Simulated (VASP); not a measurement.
# CoSi (Pm-3m) in VASP: further runs

The runs below take CoSi through single point, with PBE.

Program: VASP 6.6.1. These are calculated values, not measurements. Logs are shortened: lines on timing, memory, paths and dates and some standing lists are left out, and cuts for length are marked.

## (1) The cell of the first run

The structure is cubic, space group Pm-3m (No. 221). The conventional cell has a = 2.635 Å, b = 2.635 Å, c = 2.635 Å, α = 90.00°, β = 90.00°, γ = 90.00°. Within 3.0 Å of Co (site symmetry m-3m) lie 8 Si at 2.28 Å and 6 Co at 2.63 Å. Si (site symmetry m-3m) has 8 Co at 2.28 Å and 6 Si at 2.63 Å within 3.0 Å.

## (2) Single point, PBE, collinear spin, ferromagnetic start (9.14 Å³/atom)

INCAR

```
SYSTEM = CoSi
PREC = Accurate
ENCUT = 520
EDIFF = 1E-7
ISMEAR = -1
SIGMA = 0.03
LREAL = .FALSE.
LASPH = .TRUE.
NELM = 150
ALGO = Normal
ISIF = 2
LWAVE = .FALSE.
LCHARG = .FALSE.
ISPIN = 2
MAGMOM = 0.5 0
LORBIT = 11
LMAXMIX = 4
GGA = PE
NBANDS = 18
```

KPOINTS

```
regular mesh
0
G
  14 14 14
  0 0 0
```

POSCAR

```
CoSi
1.0
    2.6346693552      0.0000000000      0.0000000000
    0.0000000000      2.6346693552      0.0000000000
    0.0000000000      0.0000000000      2.6346693552
Co Si
1 1
Direct
    0.0000000000      0.0000000000      0.0000000000
    0.5000000000      0.5000000000      0.5000000000
```

Potentials or basis: VASP PAW PBE potentials, release 64 (Co, Si).

Launch:

```console
cat potpaw_PBE.64/Co/POTCAR potpaw_PBE.64/Si/POTCAR > POTCAR
mpirun -np 1 vasp_std > vasp.out
```

OUTCAR:

```text
SYSTEM = CoSi
   PREC = Accurate
   ENCUT = 520
   EDIFF = 1E-7
   ISMEAR = -1
   LREAL = .FALSE.
   LASPH = .TRUE.
   NELM = 150
   ISIF = 2
   ISPIN = 2
   LORBIT = 11
   GGA = PE

 ion  position               nearest neighbor table
   1  0.000  0.000  0.000-   2 2.28   2 2.28   2 2.28   2 2.28   2 2.28   2 2.28   2 2.28   2 2.28

   2  0.500  0.500  0.500-   1 2.28   1 2.28   1 2.28   1 2.28   1 2.28   1 2.28   1 2.28   1 2.28

  LATTYP: Found a simple cubic cell.
 ALAT       =     2.6346693552

  Lattice vectors:

 A1 = (   2.6346693552,   0.0000000000,   0.0000000000)
 A2 = (   0.0000000000,   2.6346693552,   0.0000000000)
 A3 = (   0.0000000000,   0.0000000000,   2.6346693552)

Analysis of symmetry for initial positions (statically):
=====================================================================
 Subroutine PRICEL returns:
 Original cell was already a primitive cell.

 Routine SETGRP: Setting up the symmetry group for a
 simple cubic supercell.

 Subroutine GETGRP returns: Found 48 space group operations
 (whereof 48 operations were pure point group operations)
 out of a pool of 48 trial point group operations.

The static configuration has the point symmetry O_h .

Analysis of symmetry for dynamics (positions and initial velocities):
=====================================================================
 Subroutine PRICEL returns:
 Original cell was already a primitive cell.

 Routine SETGRP: Setting up the symmetry group for a
 simple cubic supercell.

 Subroutine GETGRP returns: Found 48 space group operations
 (whereof 48 operations were pure point group operations)
 out of a pool of 48 trial point group operations.

The dynamic configuration has the point symmetry O_h .

Analysis of structural, dynamic, and magnetic symmetry:
=====================================================================
 Subroutine PRICEL returns:
 Original cell was already a primitive cell.

 Routine SETGRP: Setting up the symmetry group for a
 simple cubic supercell.

 Subroutine GETGRP returns: Found 48 space group operations
 (whereof 48 operations were pure point group operations)
 out of a pool of 48 trial point group operations.

The overall configuration has the point symmetry O_h .

 Subroutine INISYM returns: Found 48 space group operations
 (whereof 48 operations are pure point group operations),
 and found     1 'primitive' translations

----------------------------------------------------------------------------------------

                                     Primitive cell

  volume of cell :      18.2885

  direct lattice vectors                    reciprocal lattice vectors
     2.634669355  0.000000000  0.000000000     0.379554269  0.000000000  0.000000000
     0.000000000  2.634669355  0.000000000     0.000000000  0.379554269  0.000000000
     0.000000000  0.000000000  2.634669355     0.000000000  0.000000000  0.379554269

  length of vectors
     2.634669355  2.634669355  2.634669355     0.379554269  0.379554269  0.379554269

  position of ions in fractional coordinates (direct lattice)
     0.000000000  0.000000000  0.000000000
     0.500000000  0.500000000  0.500000000

  ion indices of the primitive-cell ions
   primitive index   ion index
                 1           1
                 2           2

----------------------------------------------------------------------------------------

 KPOINTS: regular mesh

Automatic generation of k-mesh.
 Grid dimensions read from file:
 generate k-points for:   14   14   14

 Generating k-lattice:

  Cartesian coordinates                     Fractional coordinates (reciprocal lattice)
     0.027111019  0.000000000  0.000000000     0.071428571  0.000000000  0.000000000
     0.000000000  0.027111019  0.000000000     0.000000000  0.071428571  0.000000000
     0.000000000  0.000000000  0.027111019     0.000000000  0.000000000  0.071428571

  Length of vectors
     0.027111019  0.027111019  0.027111019

  Shift w.r.t. Gamma in fractional coordinates (k-lattice)
     0.000000000  0.000000000  0.000000000

 Subroutine IBZKPT returns following result:
 ===========================================

 Found    120 irreducible k-points:

 Following reciprocal coordinates:
            Coordinates               Weight
  0.000000  0.000000  0.000000      1.000000
  0.071429  0.000000  0.000000      6.000000
  0.142857  0.000000  0.000000      6.000000
  0.214286  0.000000  0.000000      6.000000
  0.285714  0.000000  0.000000      6.000000
  0.357143  0.000000  0.000000      6.000000
[... 16 lines left out ...]
  0.285714  0.214286  0.000000     24.000000
  0.357143  0.214286  0.000000     24.000000
 [... further k-points ...]
   k-points           NKPTS =    120   k-points in BZ     NKDIM =    120   number of bands    NBANDS=     18
   number of dos      NEDOS =    301   number of ions     NIONS =      2
   total plane-waves  NPLWV =   8000
   dimension x,y,z NGX =    20 NGY =   20 NGZ =   20
   dimension x,y,z NGXF=    40 NGYF=   40 NGZF=   40
   ions per type =               1   1
   NGX,Y,Z   is equivalent  to a cutoff of  12.62, 12.62, 12.62 a.u.
   NGXF,Y,Z  is equivalent  to a cutoff of  25.24, 25.24, 25.24 a.u.
 SYSTEM =  CoSi
   PREC   = accura    normal or accurate (medium, high low for compatibility)
   ISTART =      0    job   : 0-new  1-cont  2-samecut
   ICHARG =      2    charge: 1-file 2-atom 10-const
   ISPIN  =      2    spin polarized calculation?
   LNONCOLLINEAR =      F non collinear calculations
   LSORBIT =      F    spin-orbit coupling
   LASPH  =      T    aspherical Exc in radial PAW
   ENCUT  =  520.0 eV  38.22 Ry    6.18 a.u.   4.90  4.90  4.90*2*pi/ulx,y,z
   NELM   =    150;   NELMIN=  2; NELMDL= -5     # of ELM steps
   EDIFF  = 0.1E-06   stopping-criterion for ELM
   LREAL  =      F    real-space projection
   EDIFFG = 0.1E-05   stopping-criterion for IOM
   NSW    =      0    number of steps for IOM
   IBRION =     -1    ionic relax: 0-MD 1-quasi-New 2-CG
   NFREE  =      0    steps in history (QN), initial steepest desc. (CG)
   ISIF   =      2    stress and relaxation
   ISYM   =      2    0-nonsym 1-usesym 2-fastsym
   POTIM  = 0.5000    time-step for ionic-motion
   TEBEG  =    0.0;   TEEND  =   0.0 temperature during run
   PSTRESS=    0.0 pullay stress
   NELECT =      13.0000    total number of electrons
   NUPDOWN=      -1.0000    fix difference up-down
   EMIN   =  10.00;   EMAX   =-10.00  energy-range for DOS
   EFERMI =   0.00;   METHOD = LEGACY
   ISMEAR =    -1;   SIGMA  =   0.03  broadening in eV -4-tet -1-fermi 0-gaus
   EFERMI_NEDOS =   21; number of points for ismear=-14 and -15
   IALGO  =     38    algorithm
   IMIX   =      4    mixing-type and parameters
     AMIX     =   0.40;   BMIX     =  1.00
     AMIX_MAG =   1.60;   BMIX_MAG =  1.00
  volume/ion in A,a.u.               =       9.14        61.71
  Fermi-wavevector in a.u.,A,eV,Ry     =   1.461044  2.760972 29.043653  2.134648
  Thomas-Fermi vector in A             =   2.577422
   LORBIT       =     11    0 simple, 1 ext, 2 COOP (PROOUT), +10 PAW based schemes
   GGA     = PE    functional components
   LHFCALC =     F    Hartree Fock is set to
   AEXX    =    0.0000 exact exchange contribution
   IVDW    =     0    specifies the selected vdW correction
   LEPSILON=     F    determine dielectric tensor
   LRPA    =     F    only Hartree local field effects (RPA)
 spin polarized calculation
  energy-cutoff  :      520.00
  volume of cell :       18.29
 maximum number of plane-waves:       508
 NGX is ok and might be reduce to    20
   NGX =  9   NGY =  9   NGZ =  9

 number of electron      12.9999992 magnetization       0.1955293

 Free energy of the ion-electron system (eV)
  ---------------------------------------------------
  ext. energy  EPLUGINS =         0.00000000
  ---------------------------------------------------
  free energy    TOTEN  =       -12.84618757 eV

  energy without entropy =      -12.84076000  energy(sigma->0) =      -12.84347378

 E-fermi :  15.6081     XC(G=0): -13.7879

 val. band max:       15.6038375515   @ k =   0.3571   0.1429   0.0000
 cond. band min:      15.6127031878   @ k =   0.2857   0.0714   0.0714
 fundamental gap:      0.0088656363
 Fermi energy:        15.6080640201

 spin component 1

 k-point     1 :       0.0000    0.0000    0.0000
  band No.  band energies     occupation
      1      -0.1505      1.00000
      2      10.7125      1.00000
      3      10.7125      1.00000
      4      13.9579      1.00000
      5      13.9579      1.00000
      6      13.9579      1.00000
[... 10 lines left out ...]
     17      40.5347      0.00000
     18      40.5347      0.00000
[... 463 lines left out ...]
 k-point    24 :       0.3571    0.2143    0.0000
  band No.  band energies     occupation
      1       3.3483      1.00000
      2       8.4133      1.00000
      3      11.0014      1.00000
      4      12.2357      1.00000
      5      12.7828      1.00000
      6      13.5580      1.00000
[... 10 lines left out ...]
     17      40.3289      0.00000
     18      44.3614      0.00000

 [... further k-points ...]

 spin component 2

 k-point     1 :       0.0000    0.0000    0.0000
  band No.  band energies     occupation
      1      -0.1398      1.00000
      2      10.9107      1.00000
      3      10.9107      1.00000
      4      14.0822      1.00000
      5      14.0822      1.00000
      6      14.0822      1.00000
[... 10 lines left out ...]
     17      40.5332      0.00000
     18      40.5332      0.00000
[... 463 lines left out ...]
 k-point    24 :       0.3571    0.2143    0.0000
  band No.  band energies     occupation
      1       3.3604      1.00000
      2       8.4609      1.00000
      3      11.1173      1.00000
      4      12.4185      1.00000
      5      12.8887      1.00000
      6      13.6762      1.00000
[... 10 lines left out ...]
     17      40.3675      0.00000
     18      44.3940      0.00000

 [... further k-points ...]

------------------------ aborting loop because EDIFF is reached ----------------------------------------

  FORCE on cell =-STRESS in cart. coord.  units (eV):
  Direction    XX          YY          ZZ          XY          YZ          ZX
  --------------------------------------------------------------------------------------
  -------------------------------------------------------------------------------------
  Total        5.6864510      5.6864510      5.6864510     -0.0000000      0.0000000     -0.0000000
  in kB      498.1653584    498.1653584    498.1653584     -0.0000000      0.0000000     -0.0000000
  external PRESSURE =     498.1653584 kB  Pullay stress =       0.0000000 kB

 VOLUME and BASIS-vectors are now :
 -----------------------------------------------------------------------------
  energy-cutoff  :      520.00
  volume of cell :       18.29
      direct lattice vectors                 reciprocal lattice vectors
     2.634669355  0.000000000  0.000000000     0.379554269  0.000000000  0.000000000
     0.000000000  2.634669355  0.000000000     0.000000000  0.379554269  0.000000000
     0.000000000  0.000000000  2.634669355     0.000000000  0.000000000  0.379554269

 POSITION                                       TOTAL-FORCE (eV/Angst)
 -----------------------------------------------------------------------------------
      0.00000      0.00000      0.00000         0.000000      0.000000      0.000000
      1.31733      1.31733      1.31733         0.000000      0.000000      0.000000
 -----------------------------------------------------------------------------------
    total drift:                                0.000000      0.000000      0.000000

  FREE ENERGIE OF THE ION-ELECTRON SYSTEM (eV)
  ---------------------------------------------------
  free  energy   TOTEN  =       -12.8461875694 eV

  energy  without entropy=      -12.8407599951  energy(sigma->0) =      -12.84347378

 total charge

# of ion       s       p       d       tot
------------------------------------------
    1        0.519   0.779   7.786   9.084
    2        0.699   0.985   0.000   1.683
--------------------------------------------------
tot          1.218   1.763   7.786  10.767

 magnetization (x)

# of ion       s       p       d       tot
------------------------------------------
    1        0.004   0.002   0.185   0.191
    2        0.001   0.006   0.000   0.007
--------------------------------------------------
tot          0.004   0.008   0.185   0.197
```

Wall time 37 s (1 thread of Intel Xeon 6975P-C (Granite Rapids), shared host); peak memory 0.18 GiB.

Results:

```yaml
Free_energy: -12.8462 eV
Pressure: 49.8 GPa
Net_moment: 0.20 μB per cell
Site_moments: Co +0.19; Si +0.01 μB
Valence_electrons_inside_the_program's_atomic_spheres: Co 9.08; Si 1.68
```

Caveat: the cell stands under pressure.

## (3) Single point, PBE, collinear spin, ferromagnetic start (9.68 Å³/atom)

This run uses another cell than the first one, of 9.68 Å³/atom.

INCAR

```
SYSTEM = CoSi
PREC = Accurate
ENCUT = 520
EDIFF = 1E-7
ISMEAR = -1
SIGMA = 0.03
LREAL = .False.
LASPH = .True.
NELM = 150
ALGO = Normal
ISIF = 2
LWAVE = .False.
LCHARG = .False.
ISPIN = 2
MAGMOM = 2 0
LORBIT = 11
LMAXMIX = 4
GGA = PE
NBANDS = 18
```

KPOINTS

```
regular mesh
0
Gamma
  14 14 14
  0 0 0
```

POSCAR

```
CoSi
1.0
    2.6853484520      0.0000000000      0.0000000000
    0.0000000000      2.6853484520      0.0000000000
    0.0000000000      0.0000000000      2.6853484520
Co Si
1 1
Direct
    0.0000000000      0.0000000000      0.0000000000
    0.5000000000      0.5000000000      0.5000000000
```

Potentials or basis: VASP PAW PBE potentials, release 64 (Co, Si).

Launch:

```console
cat potpaw_PBE.64/Co/POTCAR potpaw_PBE.64/Si/POTCAR > POTCAR
mpirun -np 1 vasp_std > vasp.out
```

It took 27 s on 1 thread of Intel Xeon 6975P-C (Granite Rapids), shared host; peak memory 0.18 GiB.

Results (log left out):

* Free energy: -13.1056 eV
* Pressure: 28.5 GPa
* Net moment: 0.42 μB per cell
* Site moments: Co +0.41; Si +0.01 μB
* Valence electrons inside the program's atomic spheres: Co 8.90; Si 1.64

Levels at points of the mesh, in eV from the Fermi level:
Spin up:
```tsv
k point	band 5	band 6	band 7	band 8	band 9	band 10
(0.00, 0.00, 0.00)	-1.69	-1.69	3.29	3.29	3.29	7.71
(0.50, 0.00, 0.00)	-3.14	-1.51	-0.63	6.49	9.02	9.02
(0.50, 0.50, 0.00)	-2.65	-2.65	-1.00	1.91	1.98	8.97
(0.50, 0.50, 0.50)	-0.95	-0.95	1.12	1.12	1.12	3.93
```
Spin down:
```csv
k point,band 4,band 5,band 6,band 7,band 8,band 9
"(0.00, 0.00, 0.00)",-1.43,-1.43,-1.43,3.31,3.31,3.31
"(0.50, 0.00, 0.00)",-2.92,-2.92,-1.24,0.02,6.50,9.10
"(0.50, 0.50, 0.00)",-4.39,-2.41,-2.41,-0.31,2.14,2.37
"(0.50, 0.50, 0.50)",-1.01,-0.26,-0.26,1.15,1.15,1.15
```

Caveat: the cell stands under pressure.

## (4) Single point, PBE, collinear spin, ferromagnetic start (9.68 Å³/atom)

This run uses another cell than the first one, of 9.68 Å³/atom.

INCAR

```
PREC = Accurate
ENCUT = 520
EDIFF = 1E-6
ISMEAR = -1
SIGMA = 0.03
LREAL = False
LASPH = True
NELM = 150
ALGO = Normal
ISIF = 2
LWAVE = False
LCHARG = False
ISPIN = 2
MAGMOM = 2 0
LORBIT = 11
LMAXMIX = 4
GGA = PE
NBANDS = 18
```

KPOINTS

```
regular mesh
0
Gamma
  14 14 14
```

POSCAR is that of step 3.

Potentials or basis: VASP PAW PBE potentials, release 64 (Co, Si).

Launch:

```console
cat potpaw_PBE.64/Co/POTCAR potpaw_PBE.64/Si/POTCAR > POTCAR
mpirun -np 1 vasp_std > vasp.out
```

OUTCAR:

```text
PREC = Accurate
   ENCUT = 520
   EDIFF = 1E-6
   ISMEAR = -1
   LREAL = False
   LASPH = True
   NELM = 150
   ISIF = 2
   ISPIN = 2
   LORBIT = 11
   GGA = PE

 ion  position               nearest neighbor table
   1  0.000  0.000  0.000-   2 2.33   2 2.33   2 2.33   2 2.33   2 2.33   2 2.33   2 2.33   2 2.33

   2  0.500  0.500  0.500-   1 2.33   1 2.33   1 2.33   1 2.33   1 2.33   1 2.33   1 2.33   1 2.33

  LATTYP: Found a simple cubic cell.
 ALAT       =     2.6853484520

  Lattice vectors:

 A1 = (   2.6853484520,   0.0000000000,   0.0000000000)
 A2 = (   0.0000000000,   2.6853484520,   0.0000000000)
 A3 = (   0.0000000000,   0.0000000000,   2.6853484520)

Analysis of symmetry for initial positions (statically):
=====================================================================
 Subroutine PRICEL returns:
 Original cell was already a primitive cell.

 Routine SETGRP: Setting up the symmetry group for a
 simple cubic supercell.
[... 702 lines left out ...]
      3      10.3690      1.00000
      4      13.2039      1.00000
      5      13.2039      1.00000
      6      13.2039      1.00000
[... 493 lines left out ...]
     17      38.4185      0.00000
     18      42.1947      0.00000

 [... further k-points ...]

------------------------ aborting loop because EDIFF is reached ----------------------------------------

  FORCE on cell =-STRESS in cart. coord.  units (eV):
  Direction    XX          YY          ZZ          XY          YZ          ZX
  --------------------------------------------------------------------------------------
  -------------------------------------------------------------------------------------
  Total        3.4526564      3.4526564      3.4526564      0.0000000      0.0000000     -0.0000000
  in kB      285.6682691    285.6682691    285.6682691      0.0000000      0.0000000     -0.0000000
  external PRESSURE =     285.6682691 kB  Pullay stress =       0.0000000 kB

 VOLUME and BASIS-vectors are now :
 -----------------------------------------------------------------------------
  energy-cutoff  :      520.00
  volume of cell :       19.36
      direct lattice vectors                 reciprocal lattice vectors
     2.685348452  0.000000000  0.000000000     0.372391151  0.000000000  0.000000000
     0.000000000  2.685348452  0.000000000     0.000000000  0.372391151  0.000000000
     0.000000000  0.000000000  2.685348452     0.000000000  0.000000000  0.372391151

 POSITION                                       TOTAL-FORCE (eV/Angst)
 -----------------------------------------------------------------------------------
      0.00000      0.00000      0.00000         0.000000      0.000000      0.000000
      1.34267      1.34267      1.34267         0.000000      0.000000      0.000000
 -----------------------------------------------------------------------------------
    total drift:                                0.000000      0.000000      0.000000

  FREE ENERGIE OF THE ION-ELECTRON SYSTEM (eV)
  ---------------------------------------------------
  free  energy   TOTEN  =       -13.1056262473 eV

  energy  without entropy=      -13.0988219775  energy(sigma->0) =      -13.10222411

 total charge

# of ion       s       p       d       tot
------------------------------------------
    1        0.488   0.710   7.702   8.900
    2        0.700   0.940   0.000   1.640
--------------------------------------------------
tot          1.188   1.650   7.702  10.539

 magnetization (x)

# of ion       s       p       d       tot
------------------------------------------
    1        0.007   0.003   0.403   0.413
    2        0.001   0.013   0.000   0.014
--------------------------------------------------
tot          0.009   0.016   0.403   0.427
```

It took 24 s on 1 thread of Intel Xeon 6975P-C (Granite Rapids), shared host; peak memory 0.18 GiB.

What came out:

```
Free energy                                           : -13.1056 eV
Pressure                                              : 28.6 GPa
Net moment                                            : 0.42 μB per cell
Site moments                                          : Co +0.41; Si +0.01 μB
Valence electrons inside the program's atomic spheres : Co 8.90; Si 1.64
```

Caveat: the cell stands under pressure.
